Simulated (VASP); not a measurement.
# Zr2MnN2 (R-3m) in VASP: further runs

Zr2MnN2 is run at these levels: PBE; tasks: single point, relaxation of cell and atoms.

Everything below comes from runs of VASP 6.6.1. Logs are shortened: lines on timing, memory, paths and dates and some standing lists are left out, and cuts for length are marked.

## Step 1: The cell of the first run

Symmetry: R-3m, No. 166, trigonal system. The conventional cell has a = 3.815 Å, b = 3.815 Å, c = 17.526 Å, α = 90.00°, β = 90.00°, γ = 120.00°. Zr (site symmetry 3m) has 4 N at 2.21 Å and 3 Mn at 2.80 Å within 2.9 Å. Mn (site symmetry -3m) has 2 N at 1.90 Å within 2.5 Å. Within 2.5 Å of N (site symmetry 3m) lie 1 Mn at 1.90 Å and 4 Zr at 2.21 Å.

## Step 2: Single point, PBE, collinear spin, ferromagnetic start

INCAR

```
PREC = Accurate
ENCUT = 600
EDIFF = 1E-6
ISMEAR = 0
SIGMA = 0.15
LREAL = False
LASPH = True
NELM = 200
ALGO = Normal
ISIF = 2
LWAVE = False
LCHARG = False
ISPIN = 2
MAGMOM = 0 0 4 0 0
LORBIT = 11
LMAXMIX = 4
GGA = PE
NBANDS = 36
GGA_COMPAT = False
```

KPOINTS

```
Automatic mesh
0
Gamma
  4 4 4
```

POSCAR

```
Zr2MnN2
1.0
    1.9073255876      1.1011949414      5.8419079111
   -1.9073255876      1.1011949414      5.8419079111
    0.0000000000     -2.2023898829      5.8419079111
Zr Mn N
2 1 2
Direct
    0.2345910397      0.2345910397      0.2345910397
    0.7654089603      0.7654089603      0.7654089603
    0.0000000000      0.0000000000      0.0000000000
    0.8917406743      0.8917406743      0.8917406743
    0.1082593257      0.1082593257      0.1082593257
```

Potentials or basis: VASP PAW PBE potentials, release 64 (Zr_sv, Mn_pv, N).

Launch:

```
cat potpaw_PBE.64/Zr_sv/POTCAR potpaw_PBE.64/Mn_pv/POTCAR potpaw_PBE.64/N/POTCAR > POTCAR
mpirun -np 1 vasp_std > vasp.out
```

OUTCAR:

```text
PREC = Accurate
   ENCUT = 600
   EDIFF = 1E-6
   ISMEAR = 0
   LREAL = False
   LASPH = True
   NELM = 200
   ISIF = 2
   ISPIN = 2
   LORBIT = 11
   GGA = PE

 ion  position               nearest neighbor table
   1  0.235  0.235  0.235-   4 2.21   4 2.21   4 2.21   5 2.21   3 2.80   3 2.80   3 2.80   2 3.24
                             2 3.24   2 3.24
   2  0.765  0.765  0.765-   5 2.21   5 2.21   5 2.21   4 2.21   3 2.80   3 2.80   3 2.80   1 3.24
                             1 3.24   1 3.24
   3  0.000  0.000  0.000-   4 1.90   5 1.90   2 2.80   2 2.80   1 2.80   1 2.80   2 2.80   1 2.80

   4  0.892  0.892  0.892-   3 1.90   1 2.21   1 2.21   1 2.21   2 2.21
   5  0.108  0.108  0.108-   3 1.90   2 2.21   2 2.21   2 2.21   1 2.21

  LATTYP: Found a trigonal (rhomboedric) cell.
 ALAT       =     6.2432691146
 COS(alpha) =     0.8133381547

  Lattice vectors:

 A1 = (   1.9073255876,   1.1011949414,   5.8419079111)
 A2 = (  -1.9073255876,   1.1011949414,   5.8419079111)
 A3 = (   0.0000000000,  -2.2023898829,   5.8419079111)

Analysis of symmetry for initial positions (statically):
=====================================================================
 Subroutine PRICEL returns:
 Original cell was already a primitive cell.

 Routine SETGRP: Setting up the symmetry group for a
 trigonal (rhombohedral) supercell.

 Subroutine GETGRP returns: Found 12 space group operations
 (whereof 12 operations were pure point group operations)
 out of a pool of 12 trial point group operations.

The static configuration has the point symmetry D_3d.

Analysis of symmetry for dynamics (positions and initial velocities):
=====================================================================
 Subroutine PRICEL returns:
 Original cell was already a primitive cell.

 Routine SETGRP: Setting up the symmetry group for a
 trigonal (rhombohedral) supercell.

 Subroutine GETGRP returns: Found 12 space group operations
 (whereof 12 operations were pure point group operations)
 out of a pool of 12 trial point group operations.

The dynamic configuration has the point symmetry D_3d.

Analysis of structural, dynamic, and magnetic symmetry:
=====================================================================
 Subroutine PRICEL returns:
 Original cell was already a primitive cell.

 Routine SETGRP: Setting up the symmetry group for a
 trigonal (rhombohedral) supercell.

 Subroutine GETGRP returns: Found 12 space group operations
 (whereof 12 operations were pure point group operations)
 out of a pool of 12 trial point group operations.

The overall configuration has the point symmetry D_3d.

 Subroutine INISYM returns: Found 12 space group operations
 (whereof 12 operations are pure point group operations),
 and found     1 'primitive' translations

----------------------------------------------------------------------------------------

                                     Primitive cell

  volume of cell :      73.6199

  direct lattice vectors                    reciprocal lattice vectors
     1.907325588  1.101194941  5.841907911     0.262147167  0.151350738  0.057058985
    -1.907325588  1.101194941  5.841907911    -0.262147167  0.151350738  0.057058985
     0.000000000 -2.202389883  5.841907911     0.000000000 -0.302701475  0.057058985

  length of vectors
     6.243269115  6.243269115  6.243269115     0.308032321  0.308032321  0.308032321

  position of ions in fractional coordinates (direct lattice)
     0.234591040  0.234591040  0.234591040
     0.765408960  0.765408960  0.765408960
     0.000000000  0.000000000  0.000000000
     0.891740674  0.891740674  0.891740674
     0.108259326  0.108259326  0.108259326

  ion indices of the primitive-cell ions
   primitive index   ion index
                 1           1
                 2           2
                 3           3
                 4           4
                 5           5

----------------------------------------------------------------------------------------
[... 31 lines left out ...]
  0.500000  0.250000  0.000000     12.000000
 -0.250000  0.250000  0.000000      6.000000
  0.500000  0.500000  0.000000      3.000000
  0.250000  0.250000  0.250000      2.000000
  0.500000  0.250000  0.250000      6.000000
 -0.250000  0.250000  0.250000      6.000000
  0.500000  0.500000  0.250000      6.000000
 -0.250000  0.500000  0.250000      6.000000
  0.500000  0.500000  0.500000      1.000000
   k-points           NKPTS =     13   k-points in BZ     NKDIM =     13   number of bands    NBANDS=     36
   number of dos      NEDOS =    301   number of ions     NIONS =      5
   total plane-waves  NPLWV = 125000
   dimension x,y,z NGX =    50 NGY =   50 NGZ =   50
   dimension x,y,z NGXF=   100 NGYF=  100 NGZF=  100
   ions per type =               2   1   2
   NGX,Y,Z   is equivalent  to a cutoff of  13.31, 13.31, 13.31 a.u.
   NGXF,Y,Z  is equivalent  to a cutoff of  26.63, 26.63, 26.63 a.u.
 SYSTEM =  unknown system
   PREC   = accura    normal or accurate (medium, high low for compatibility)
   ISTART =      0    job   : 0-new  1-cont  2-samecut
   ICHARG =      2    charge: 1-file 2-atom 10-const
   ISPIN  =      2    spin polarized calculation?
   LNONCOLLINEAR =      F non collinear calculations
   LSORBIT =      F    spin-orbit coupling
   LASPH  =      T    aspherical Exc in radial PAW
   ENCUT  =  600.0 eV  44.10 Ry    6.64 a.u.  12.47 12.47 12.47*2*pi/ulx,y,z
   NELM   =    200;   NELMIN=  2; NELMDL= -5     # of ELM steps
   EDIFF  = 0.1E-05   stopping-criterion for ELM
   LREAL  =      F    real-space projection
   EDIFFG = 0.1E-04   stopping-criterion for IOM
   NSW    =      0    number of steps for IOM
   IBRION =     -1    ionic relax: 0-MD 1-quasi-New 2-CG
   NFREE  =      0    steps in history (QN), initial steepest desc. (CG)
   ISIF   =      2    stress and relaxation
   ISYM   =      2    0-nonsym 1-usesym 2-fastsym
   POTIM  = 0.5000    time-step for ionic-motion
   TEBEG  =    0.0;   TEEND  =   0.0 temperature during run
   PSTRESS=    0.0 pullay stress
   NELECT =      47.0000    total number of electrons
   NUPDOWN=      -1.0000    fix difference up-down
   EMIN   =  10.00;   EMAX   =-10.00  energy-range for DOS
   EFERMI =   0.00;   METHOD = LEGACY
   ISMEAR =     0;   SIGMA  =   0.15  broadening in eV -4-tet -1-fermi 0-gaus
   EFERMI_NEDOS =   21; number of points for ismear=-14 and -15
   IALGO  =     38    algorithm
   IMIX   =      4    mixing-type and parameters
     AMIX     =   0.40;   BMIX     =  1.00
     AMIX_MAG =   1.60;   BMIX_MAG =  1.00
  volume/ion in A,a.u.               =      14.72        99.36
  Fermi-wavevector in a.u.,A,eV,Ry     =   1.409643  2.663839 27.036044  1.987093
  Thomas-Fermi vector in A             =   2.531678
   LORBIT       =     11    0 simple, 1 ext, 2 COOP (PROOUT), +10 PAW based schemes
   GGA     = PE    functional components
   LHFCALC =     F    Hartree Fock is set to
   AEXX    =    0.0000 exact exchange contribution
   IVDW    =     0    specifies the selected vdW correction
   LEPSILON=     F    determine dielectric tensor
   LRPA    =     F    only Hartree local field effects (RPA)
 spin polarized calculation
 Gauss-broadening in eV      SIGMA  =   0.15
  energy-cutoff  :      600.00
  volume of cell :       73.62
 maximum number of plane-waves:      2486
 NGX is ok and might be reduce to    50
   NGX = 25   NGY = 25   NGZ = 25

 number of electron      47.0000002 magnetization       2.0878618

 Free energy of the ion-electron system (eV)
  ---------------------------------------------------
  ext. energy  EPLUGINS =         0.00000000
  ---------------------------------------------------
  free energy    TOTEN  =       -48.07912485 eV

  energy without entropy =      -48.04895483  energy(sigma->0) =      -48.06403984

 E-fermi :   8.6713     XC(G=0): -11.3648

 val. band max:        8.6467789409   @ k =   0.5000   0.2500   0.0000
 cond. band min:       8.8323898308   @ k =   0.5000   0.2500   0.2500
 fundamental gap:      0.1856108899
 Fermi energy:         8.6713376280

 spin component 1

 k-point     1 :       0.0000    0.0000    0.0000
  band No.  band energies     occupation
      1     -40.5998      1.00000
      2     -40.5579      1.00000
      3     -40.3764      1.00000
      4     -40.3126      1.00000
      5     -40.3126      1.00000
      6     -18.8156      1.00000
[... 483 lines left out ...]
     34      14.5484      0.00000
     35      14.8369      0.00000
 Fermi energy:         8.6713376280

 spin component 2

 k-point     1 :       0.0000    0.0000    0.0000
  band No.  band energies     occupation
      1     -40.6431      1.00000
      2     -40.5728      1.00000
      3     -38.1183      1.00000
      4     -37.7220      1.00000
      5     -37.7220      1.00000
      6     -18.9197      1.00000
[... 483 lines left out ...]
     34      14.5230      0.00000
     35      14.7660      0.00000
 [bands above 35 left out]

------------------------ aborting loop because EDIFF is reached ----------------------------------------

  FORCE on cell =-STRESS in cart. coord.  units (eV):
  Direction    XX          YY          ZZ          XY          YZ          ZX
  --------------------------------------------------------------------------------------
  -------------------------------------------------------------------------------------
  Total        0.1008826      0.1008826      0.1837331      0.0000000     -0.0000000      0.0000000
  in kB        2.1954922      2.1954922      3.9985546      0.0000000     -0.0000000      0.0000000
  external PRESSURE =       2.7965130 kB  Pullay stress =       0.0000000 kB

 VOLUME and BASIS-vectors are now :
 -----------------------------------------------------------------------------
  energy-cutoff  :      600.00
  volume of cell :       73.62
      direct lattice vectors                 reciprocal lattice vectors
     1.907325588  1.101194941  5.841907911     0.262147167  0.151350738  0.057058985
    -1.907325588  1.101194941  5.841907911    -0.262147167  0.151350738  0.057058985
     0.000000000 -2.202389883  5.841907911     0.000000000 -0.302701475  0.057058985

 POSITION                                       TOTAL-FORCE (eV/Angst)
 -----------------------------------------------------------------------------------
      0.00000     -0.00000      4.11138         0.000000     -0.000000      0.016442
      0.00000     -0.00000     13.41435         0.000000      0.000000     -0.016442
      0.00000      0.00000      0.00000        -0.000000      0.000000     -0.000000
      0.00000     -0.00000     15.62840         0.000000      0.000000     -0.053953
      0.00000     -0.00000      1.89732         0.000000     -0.000000      0.053953
 -----------------------------------------------------------------------------------
    total drift:                                0.000000     -0.000000      0.000000

  FREE ENERGIE OF THE ION-ELECTRON SYSTEM (eV)
  ---------------------------------------------------
  free  energy   TOTEN  =       -48.0791248549 eV

  energy  without entropy=      -48.0489548269  energy(sigma->0) =      -48.06403984

 total charge

# of ion       s       p       d       tot
------------------------------------------
    1        2.174   6.014   1.647   9.835
    2        2.174   6.014   1.647   9.835
    3        0.377   6.319   5.188  11.883
    4        1.247   2.498   0.000   3.745
    5        1.247   2.498   0.000   3.745
--------------------------------------------------
tot          7.218  23.343   8.481  39.042

 magnetization (x)

# of ion       s       p       d       tot
------------------------------------------
    1       -0.007  -0.001  -0.131  -0.139
    2       -0.007  -0.001  -0.131  -0.139
    3        0.030   0.011   2.344   2.385
    4       -0.001   0.014   0.000   0.013
    5       -0.001   0.014   0.000   0.013
--------------------------------------------------
tot          0.014   0.036   2.082   2.133
```

Wall time 2.4 min (1 thread of Intel Xeon 6975P-C (Granite Rapids), shared host); peak memory 0.47 GiB.

Results:

- Free energy: -48.0791 eV
- Pressure: 0.3 GPa
- Largest force: 0.054 eV/Å
- Net moment: 2.09 μB per cell
- Site moments: Zr -0.14; Mn +2.38; N +0.01 μB
- Valence electrons inside the program's atomic spheres: Zr 9.84; Mn 11.88; N 3.75

Forces in eV/Å, atoms in the order of the input:
```
Zr   0.000  0.000  0.016
Zr   0.000  0.000 -0.016
Mn   0.000  0.000  0.000
N    0.000  0.000 -0.054
N    0.000  0.000  0.054
```

Stress tensor (GPa, compression positive):
```
0.22 0.00 0.00
0.00 0.22 0.00
0.00 0.00 0.40
```

Levels at points of the mesh, in eV from the Fermi level:
Spin up:
```tsv
k point	band 22	band 23	band 24	band 25	band 26	band 27
(0.00, 0.00, 0.00)	-2.28	-1.36	-1.36	1.12	2.01	2.54
(0.50, 0.00, 0.00)	-1.38	-1.24	-1.13	-0.90	0.81	1.63
(0.50, 0.50, 0.00)	-1.41	-0.88	-0.74	-0.20	-0.07	0.90
(0.50, 0.50, 0.50)	-2.08	-0.96	-0.96	1.02	1.02	1.02
```
Spin down:
```
           k point  band 19  band 20  band 21  band 22  band 23  band 24  band 25  band 26
(0.00, 0.00, 0.00)    -3.53    -3.38    -1.19    -1.19     1.06     1.06     1.14     2.64
(0.50, 0.00, 0.00)    -3.48    -1.72    -1.29    -1.12     0.22     0.67     1.00     1.12
(0.50, 0.50, 0.00)    -3.94    -1.60    -0.65    -0.23    -0.15     0.40     0.74     1.27
(0.50, 0.50, 0.50)    -4.75    -2.80    -0.63    -0.63     0.81     0.91     0.91     1.43
```

Caveat: the k points lie up to 0.48 Å⁻¹ apart; a cell with one magnetic atom can't hold antiferromagnetic order, which such compounds often take.

## Step 3: Relaxation of cell and atoms, PBE, collinear spin, ferromagnetic start

This run uses another cell than the first one, of 12.81 Å³/atom.

INCAR

```
SYSTEM = Zr2MnN2
ALGO     = Normal         ! electronic algorithm
EDIFF    = 1E-7           ! SCF threshold, eV
EDIFFG   = -0.08          ! ionic threshold
ENCUT    = 600            ! plane-wave cutoff, eV
GGA      = PE             ! functional
GGA_COMPAT= .FALSE.      
IBRION   = 2              ! ionic algorithm
ISIF     = 3              ! what is computed and relaxed
ISMEAR   = 0              ! smearing method
ISPIN    = 2              ! spin polarisation
LASPH    = .TRUE.         ! aspherical terms in the spheres
LCHARG   = .FALSE.        ! write CHGCAR
LMAXMIX  = 4              ! l up to which the mixer works
LORBIT   = 11             ! projections on sites
LREAL    = .FALSE.        ! projectors in reciprocal space
LWAVE    = .FALSE.        ! write WAVECAR
MAGMOM   = 0 0 4 0 0      ! initial moments
NELM     = 200            ! most SCF steps
NELMIN   = 4            
NSW      = 36             ! ionic steps
PREC     = Accurate       ! precision mode
SIGMA    = 0.15           ! smearing width, eV
```

KPOINTS

```
k-points
0
G
  4 4 4
  0 0 0
```

POSCAR

```
Zr2MnN2
1.0
    1.7000000000      0.9814954600      6.4000000000
   -1.7000000000      0.9814954600      6.4000000000
    0.0000000000     -1.9629909200      6.4000000000
Zr Mn N
2 1 2
Direct
    0.2367000000      0.2367000000      0.2367000000
    0.7633000000      0.7633000000      0.7633000000
    0.0000000000      0.0000000000      0.0000000000
    0.8770000000      0.8770000000      0.8770000000
    0.1230000000      0.1230000000      0.1230000000
```

Potentials or basis: VASP PAW PBE potentials, release 64 (Zr_sv, Mn_pv, N).

Launch:

```
cat potpaw_PBE.64/Zr_sv/POTCAR potpaw_PBE.64/Mn_pv/POTCAR potpaw_PBE.64/N/POTCAR > POTCAR
mpirun -np 1 vasp_std > vasp.out
```

Run time: 35 min. Hardware: 1 thread of Intel Xeon 6975P-C (Granite Rapids), shared host; peak memory 0.62 GiB.

Results (log left out):

* Free energy: -47.6461 eV
* Relaxed volume: 14.41 Å³/atom
* Relaxed cell: a = 6.066 Å, b = 6.066 Å, c = 6.066 Å, α = 36.89°, β = 36.89°, γ = 36.89°
* Space group after relaxing (to 0.1 Å): R-3m (No. 166)
* Energy gained by relaxing: 397.4 meV/atom
* Ionic steps: 14
* Pressure after relaxing: -0.3 GPa
* Largest force after relaxing: 0.013 eV/Å
* Net moment: 0.00 μB per cell
* Valence electrons inside the program's atomic spheres: Zr 9.83; Mn 12.07; N 3.74

Forces on the atoms (eV/Å):
```
Zr   0.000  0.000  0.013
Zr   0.000  0.000 -0.013
Mn   0.000  0.000  0.000
N    0.000  0.000  0.006
N    0.000  0.000 -0.006
```

Stress tensor (GPa, compression positive):
```
-0.45  0.00  0.00
 0.00 -0.45  0.00
 0.00  0.00  0.13
```

The path:
| step | energy change (eV) | largest force (eV/Å) | pressure (GPa) | volume (Å³) |
| --- | --- | --- | --- | --- |
| 1 | 0.0000 | 2.3986 | 26.75 | 64.07 |
| 2 | -0.1463 | 1.6710 | -23.92 | 85.75 |
| 3 | -1.0391 | 2.1146 | -6.81 | 74.23 |
| 4 | -1.6376 | 0.9846 | -3.80 | 72.93 |
| 5 | -1.8278 | 1.0375 | 3.79 | 71.24 |
| 6 | -1.8336 | 0.8726 | 1.44 | 71.65 |
| 7 | -1.8365 | 0.9327 | 2.16 | 71.51 |
| 8 | -1.9101 | 0.7035 | -1.32 | 73.26 |
| 9 | -1.9111 | 0.6129 | -1.08 | 73.09 |
| 10 | -1.9682 | 0.3441 | -0.11 | 72.37 |
| 11 | -1.9846 | 0.0542 | 1.00 | 71.66 |
| 12 | -1.9850 | 0.0979 | 0.84 | 71.75 |
| 13 | -1.9805 | 0.1666 | -2.20 | 72.63 |
| 14 | -1.9870 | 0.0133 | -0.26 | 72.06 |

Final structure:
```
Zr Mn N
1.0
     1.91932    1.10812    5.64692
    -1.91932    1.10812    5.64692
     0.00000   -2.21624    5.64692
Zr Mn N
2 1 2
Direct
  0.23961 0.23961 0.23961
  0.76039 0.76039 0.76039
  0.00000 0.00000 0.00000
  0.89075 0.89075 0.89075
  0.10925 0.10925 0.10925
```

Levels at points of the mesh, in eV from the Fermi level:
Spin up:
| k point | band 20 | band 21 | band 22 | band 23 | band 24 | band 25 | band 26 | band 27 | band 28 | band 29 |
| --- | --- | --- | --- | --- | --- | --- | --- | --- | --- | --- |
| (0.00, 0.00, 0.00) | -3.12 | -1.70 | -1.70 | -0.04 | -0.04 | 1.55 | 2.50 | 2.80 | 2.80 | 2.80 |
| (0.50, 0.00, 0.00) | -2.16 | -1.51 | -1.19 | -0.62 | -0.13 | 0.38 | 1.07 | 1.38 | 2.40 | 2.87 |
| (0.50, 0.50, 0.00) | -2.16 | -1.12 | -0.38 | -0.11 | 0.09 | 0.10 | 0.33 | 1.47 | 2.77 | 2.78 |
| (0.50, 0.50, 0.50) | -3.16 | -1.34 | -1.34 | 0.37 | 0.37 | 1.06 | 1.11 | 1.11 | 3.52 | 3.52 |
Spin down:
| k point | band 22 | band 23 | band 24 | band 25 | band 26 | band 27 |
| --- | --- | --- | --- | --- | --- | --- |
| (0.00, 0.00, 0.00) | -1.70 | -0.04 | -0.04 | 1.55 | 2.50 | 2.80 |
| (0.50, 0.00, 0.00) | -1.19 | -0.62 | -0.13 | 0.38 | 1.07 | 1.38 |
| (0.50, 0.50, 0.00) | -0.38 | -0.11 | 0.09 | 0.10 | 0.33 | 1.47 |
| (0.50, 0.50, 0.50) | -1.34 | 0.37 | 0.37 | 1.06 | 1.11 | 1.11 |

Caveat: the k points lie up to 0.48 Å⁻¹ apart in the final cell; the moments typed at the start vanished in this run.
